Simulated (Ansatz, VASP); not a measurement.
**One calculation of Ti, two programs**

```
Ti
1.0
     0.00000    1.80884    1.80884
     1.80884    0.00000    1.80884
     1.80884    1.80884    0.00000
Ti
1
Direct
  0.00000 0.00000 0.00000
```

Change from the starting cell: volume scaled by 0.68, LAPW.

Alike in both runs: task single point; functional PBE; k mesh 18 × 18 × 18; occupations fermi-dirac, width 0.08 eV; no spin polarisation.

|  | VASP | Ansatz |
| --- | --- | --- |
| version | VASP 6.6.1 | Ansatz 0.2.0 |
| potentials or method | VASP PAW PBE potentials, release 64 (Ti_sv), cutoff 520 eV | all-electron LAPW, scalar-relativistic |

|  | VASP | Ansatz | Ansatz less VASP |
| --- | --- | --- | --- |
| pressure (GPa) | 75.9 | 77.1 | +1.20 |

Both programs put the cell under a high pressure, so it lies far from rest at this level. Ansatz ran all-electron here, and VASP with PAW potentials.

Noted on VASP's run: the cell as given lies far from equilibrium.
